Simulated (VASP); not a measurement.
# Li (Fd-3m) in VASP: a series of runs

Runs on Li. Level: LDA. Tasks: single point.

All numbers are computed with VASP 6.6.1; they aren't measurements. Logs are shortened: lines on timing, memory, paths and dates and some standing lists are left out, and cuts for length are marked.

### Step 1. The cell of the first run

It takes space group Fd-3m (No. 227, cubic). Conventional cell: a = 5.470 Å, b = 5.470 Å, c = 5.470 Å, α = 90.00°, β = 90.00°, γ = 90.00°. Li (site symmetry -43m) has 4 Li at 2.37 Å within 3.1 Å.

### Step 2. Single point, LDA (volume scaled by 0.88)

Input file INCAR:

```
SYSTEM = Li
PREC = Accurate
ENCUT = 520
EDIFF = 1E-7
ISMEAR = -1
SIGMA = 0.1
LREAL = .FALSE.
LASPH = .TRUE.
NELM = 100
ALGO = Normal
ISIF = 2
LWAVE = .FALSE.
LCHARG = .FALSE.
GGA = CA
NBANDS = 10
```

Input file KPOINTS:

```
regular mesh
0
G
  11 11 11
  0 0 0
```

Input file POSCAR:

```
Li
1.0
    0.0000000000      2.7350679756      2.7350679756
    2.7350679756      0.0000000000      2.7350679756
    2.7350679756      2.7350679756      0.0000000000
Li
2
Direct
    0.1250000000      0.1250000000      0.1250000000
    0.8750000000      0.8750000000      0.8750000000
```

Potentials or basis: VASP PAW LDA potentials, release 64 (Li_sv).

On the command line:

```console
$ cat potpaw_LDA.64/Li_sv/POTCAR > POTCAR
$ mpirun -np 1 vasp_std > vasp.out
```

OUTCAR:

```text
SYSTEM = Li
   PREC = Accurate
   ENCUT = 520
   EDIFF = 1E-7
   ISMEAR = -1
   LREAL = .FALSE.
   LASPH = .TRUE.
   NELM = 100
   ISIF = 2
   GGA = CA

 ion  position               nearest neighbor table
   1  0.125  0.125  0.125-   2 2.37   2 2.37   2 2.37   2 2.37
   2  0.875  0.875  0.875-   1 2.37   1 2.37   1 2.37   1 2.37

  LATTYP: Found a face centered cubic cell.
 ALAT       =     5.4701359512

  Lattice vectors:

 A1 = (   0.0000000000,   2.7350679756,   2.7350679756)
 A2 = (   2.7350679756,   0.0000000000,   2.7350679756)
 A3 = (   2.7350679756,   2.7350679756,   0.0000000000)

Analysis of symmetry for initial positions (statically):
=====================================================================
 Subroutine PRICEL returns:
 Original cell was already a primitive cell.

 Routine SETGRP: Setting up the symmetry group for a
 face centered cubic supercell.

 Subroutine GETGRP returns: Found 48 space group operations
 (whereof 12 operations were pure point group operations)
 out of a pool of 48 trial point group operations.

The static configuration has the point symmetry D_3d.
 The point group associated with its full space group is O_h .

Analysis of symmetry for dynamics (positions and initial velocities):
=====================================================================
 Subroutine PRICEL returns:
 Original cell was already a primitive cell.

 Routine SETGRP: Setting up the symmetry group for a
 face centered cubic supercell.

 Subroutine GETGRP returns: Found 48 space group operations
 (whereof 12 operations were pure point group operations)
 out of a pool of 48 trial point group operations.

The dynamic configuration has the point symmetry D_3d.
 The point group associated with its full space group is O_h .

 Subroutine INISYM returns: Found 48 space group operations
 (whereof 12 operations are pure point group operations),
 and found     1 'primitive' translations

----------------------------------------------------------------------------------------

                                     Primitive cell

  volume of cell :      40.9199

  direct lattice vectors                    reciprocal lattice vectors
     0.000000000  2.735067976  2.735067976    -0.182810813  0.182810813  0.182810813
     2.735067976  0.000000000  2.735067976     0.182810813 -0.182810813  0.182810813
     2.735067976  2.735067976  0.000000000     0.182810813  0.182810813 -0.182810813

  length of vectors
     3.867970225  3.867970225  3.867970225     0.316637616  0.316637616  0.316637616

  position of ions in fractional coordinates (direct lattice)
     0.125000000  0.125000000  0.125000000
     0.875000000  0.875000000  0.875000000

  ion indices of the primitive-cell ions
   primitive index   ion index
                 1           1
                 2           2

----------------------------------------------------------------------------------------

 KPOINTS: regular mesh

Automatic generation of k-mesh.
 Grid dimensions read from file:
 generate k-points for:   11   11   11

 Generating k-lattice:

  Cartesian coordinates                     Fractional coordinates (reciprocal lattice)
    -0.016619165  0.016619165  0.016619165     0.090909091  0.000000000  0.000000000
     0.016619165 -0.016619165  0.016619165     0.000000000  0.090909091  0.000000000
     0.016619165  0.016619165 -0.016619165     0.000000000  0.000000000  0.090909091

  Length of vectors
     0.028785238  0.028785238  0.028785238

  Shift w.r.t. Gamma in fractional coordinates (k-lattice)
     0.000000000  0.000000000  0.000000000

 Subroutine IBZKPT returns following result:
 ===========================================

 Found     56 irreducible k-points:

 Following reciprocal coordinates:
            Coordinates               Weight
  0.000000  0.000000  0.000000      1.000000
  0.090909  0.000000  0.000000      8.000000
  0.181818  0.000000  0.000000      8.000000
  0.272727  0.000000  0.000000      8.000000
  0.363636  0.000000  0.000000      8.000000
  0.454545  0.000000  0.000000      8.000000
[... 16 lines left out ...]
 -0.272727  0.181818  0.000000     24.000000
 -0.181818  0.181818  0.000000     12.000000
 [... further k-points ...]
   k-points           NKPTS =     56   k-points in BZ     NKDIM =     56   number of bands    NBANDS=     10
   number of dos      NEDOS =    301   number of ions     NIONS =      2
   total plane-waves  NPLWV =  27000
   dimension x,y,z NGX =    30 NGY =   30 NGZ =   30
   dimension x,y,z NGXF=    60 NGYF=   60 NGZF=   60
   ions per type =               2
   NGX,Y,Z   is equivalent  to a cutoff of  12.89, 12.89, 12.89 a.u.
   NGXF,Y,Z  is equivalent  to a cutoff of  25.79, 25.79, 25.79 a.u.
 SYSTEM =  Li
   PREC   = accura    normal or accurate (medium, high low for compatibility)
   ISTART =      0    job   : 0-new  1-cont  2-samecut
   ICHARG =      2    charge: 1-file 2-atom 10-const
   ISPIN  =      1    spin polarized calculation?
   LNONCOLLINEAR =      F non collinear calculations
   LSORBIT =      F    spin-orbit coupling
   LASPH  =      T    aspherical Exc in radial PAW
   ENCUT  =  520.0 eV  38.22 Ry    6.18 a.u.   7.19  7.19  7.19*2*pi/ulx,y,z
   NELM   =    100;   NELMIN=  2; NELMDL= -5     # of ELM steps
   EDIFF  = 0.1E-06   stopping-criterion for ELM
   LREAL  =      F    real-space projection
   EDIFFG = 0.1E-05   stopping-criterion for IOM
   NSW    =      0    number of steps for IOM
   IBRION =     -1    ionic relax: 0-MD 1-quasi-New 2-CG
   NFREE  =      0    steps in history (QN), initial steepest desc. (CG)
   ISIF   =      2    stress and relaxation
   ISYM   =      2    0-nonsym 1-usesym 2-fastsym
   POTIM  = 0.5000    time-step for ionic-motion
   TEBEG  =    0.0;   TEEND  =   0.0 temperature during run
   PSTRESS=    0.0 pullay stress
   NELECT =       6.0000    total number of electrons
   NUPDOWN=      -1.0000    fix difference up-down
   EMIN   =  10.00;   EMAX   =-10.00  energy-range for DOS
   EFERMI =   0.00;   METHOD = LEGACY
   ISMEAR =    -1;   SIGMA  =   0.10  broadening in eV -4-tet -1-fermi 0-gaus
   EFERMI_NEDOS =   21; number of points for ismear=-14 and -15
   IALGO  =     38    algorithm
   IMIX   =      4    mixing-type and parameters
     AMIX     =   0.40;   BMIX     =  1.00
     AMIX_MAG =   1.60;   BMIX_MAG =  1.00
  volume/ion in A,a.u.               =      20.46       138.07
  Fermi-wavevector in a.u.,A,eV,Ry     =   0.863271  1.631346 10.139561  0.745237
  Thomas-Fermi vector in A             =   1.981196
   LORBIT       =      0    0 simple, 1 ext, 2 COOP (PROOUT), +10 PAW based schemes
   GGA     = CA    functional components
   LHFCALC =     F    Hartree Fock is set to
   AEXX    =    0.0000 exact exchange contribution
   IVDW    =     0    specifies the selected vdW correction
   LEPSILON=     F    determine dielectric tensor
   LRPA    =     F    only Hartree local field effects (RPA)
 non-spin polarized calculation
  energy-cutoff  :      520.00
  volume of cell :       40.92
 maximum number of plane-waves:      1115
 NGX is ok and might be reduce to    30
   NGX = 15   NGY = 15   NGZ = 15

 number of electron       5.9999996 magnetization

 Free energy of the ion-electron system (eV)
  ---------------------------------------------------
  ext. energy  EPLUGINS =         0.00000000
  ---------------------------------------------------
  free energy    TOTEN  =        -3.03907783 eV

  energy without entropy =       -3.01913136  energy(sigma->0) =       -3.02910459

 E-fermi :   0.9380     XC(G=0):  -7.1071

 val. band max:        0.8691119374   @ k =  -0.4545   0.0909   0.0000
 cond. band min:       0.9432832619   @ k =  -0.2727   0.4545   0.1818
 fundamental gap:      0.0741713245
 Fermi energy:         0.9380267906

 k-point     1 :       0.0000    0.0000    0.0000
  band No.  band energies     occupation
      1     -46.0170      2.00000
      2     -45.8470      2.00000
      3      -2.8154      2.00000
      4       7.1367      0.00000
      5       7.1367      0.00000
      6       7.1367      0.00000
      7       8.4114      0.00000
      8       8.4114      0.00000
      9       8.4114      0.00000
     10      14.0354      0.00000

 k-point     2 :       0.0909    0.0000    0.0000
  band No.  band energies     occupation
      1     -46.0145      2.00000
      2     -45.8495      2.00000
      3      -2.7273      2.00000
      4       6.0934      0.00000
      5       6.8019      0.00000
      6       6.8019      0.00000
      7       8.8345      0.00000
      8       8.8345      0.00000
      9       9.3577      0.00000
     10      13.0630      0.00000

 k-point     3 :       0.1818    0.0000    0.0000
  band No.  band energies     occupation
      1     -46.0070      2.00000
      2     -45.8567      2.00000
      3      -2.4621      2.00000
      4       4.6143      0.00000
      5       6.3061      0.00000
      6       6.3061      0.00000
      7       9.4024      0.00000
      8       9.4024      0.00000
      9      10.5314      0.00000
     10      12.1453      0.00000

 k-point     4 :       0.2727    0.0000    0.0000
  band No.  band energies     occupation
      1     -45.9959      2.00000
      2     -45.8673      2.00000
      3      -2.0267      2.00000
      4       3.1904      0.00000
      5       5.9200      0.00000
      6       5.9200      0.00000
      7       9.4105      0.00000
      8       9.4105      0.00000
      9      11.3652      0.00000
     10      11.5742      0.00000
[... 222 lines left out ...]
 k-point    22 :      -0.3636    0.1818    0.0000
  band No.  band energies     occupation
      1     -45.9688      2.00000
      2     -45.8938      2.00000
      3      -0.6725      2.00000
      4       1.4895      0.00802
      5       3.8329      0.00000
      6       5.0384      0.00000
      7       8.3785      0.00000
      8      10.2455      0.00000
      9      12.4142      0.00000
     10      13.2868      0.00000

 k-point    23 :      -0.2727    0.1818    0.0000
  band No.  band energies     occupation
      1     -45.9797      2.00000
      2     -45.8831      2.00000
      3      -1.3255      2.00000
      4       2.5857      0.00000
      5       3.7559      0.00000
      6       5.5912      0.00000
      7       8.8534      0.00000
      8      10.0766      0.00000
      9      12.1132      0.00000
     10      12.2289      0.00000

 k-point    24 :      -0.1818    0.1818    0.0000
  band No.  band energies     occupation
      1     -45.9917      2.00000
      2     -45.8714      2.00000
      3      -1.8721      2.00000
      4       3.8314      0.00000
      5       3.9088      0.00000
      6       6.2083      0.00000
      7       9.4906      0.00000
      8       9.6734      0.00000
      9      11.4697      0.00000
     10      11.4967      0.00000

 [... further k-points ...]

------------------------ aborting loop because EDIFF is reached ----------------------------------------

  FORCE on cell =-STRESS in cart. coord.  units (eV):
  Direction    XX          YY          ZZ          XY          YZ          ZX
  --------------------------------------------------------------------------------------
  -------------------------------------------------------------------------------------
  Total        0.2030905      0.2030905      0.2030905      0.0000000      0.0000000     -0.0000000
  in kB        7.9518067      7.9518067      7.9518067      0.0000000      0.0000000     -0.0000000
  external PRESSURE =       7.9518067 kB  Pullay stress =       0.0000000 kB

 VOLUME and BASIS-vectors are now :
 -----------------------------------------------------------------------------
  energy-cutoff  :      520.00
  volume of cell :       40.92
      direct lattice vectors                 reciprocal lattice vectors
     0.000000000  2.735067976  2.735067976    -0.182810813  0.182810813  0.182810813
     2.735067976  0.000000000  2.735067976     0.182810813 -0.182810813  0.182810813
     2.735067976  2.735067976  0.000000000     0.182810813  0.182810813 -0.182810813

 POSITION                                       TOTAL-FORCE (eV/Angst)
 -----------------------------------------------------------------------------------
      0.68377      0.68377      0.68377        -0.000000     -0.000000     -0.000000
      4.78637      4.78637      4.78637         0.000000      0.000000      0.000000
 -----------------------------------------------------------------------------------
    total drift:                                0.000000      0.000000      0.000000

  FREE ENERGIE OF THE ION-ELECTRON SYSTEM (eV)
  ---------------------------------------------------
  free  energy   TOTEN  =        -3.0390778282 eV

  energy  without entropy=       -3.0191313615  energy(sigma->0) =       -3.02910459
```

It took 15 s on 1 thread of Intel Xeon Platinum 8488C (Sapphire Rapids), shared host; peak memory 0.14 GiB.

What came out:

| Item | Value |
| --- | --- |
| Free energy | -3.0391 eV |
| Band gap on the k mesh | zero (band 3 reaches 1.04 eV, above the bottom of band 4 at 0.87 eV) |

Levels at points of the mesh, in eV from the Fermi level:
```
           k point  band 1  band 2  band 3  band 4  band 5  band 6  band 7  band 8
(0.00, 0.00, 0.00)  -46.96  -46.79   -3.75    6.20    6.20    6.20    7.47    7.47
```

Caveat: the cutoff is under 1.25 times the usual one of these potentials, so pressure, stress and relaxed cells hold a basis-set (Pulay) error.

[end of part 1 of 2]
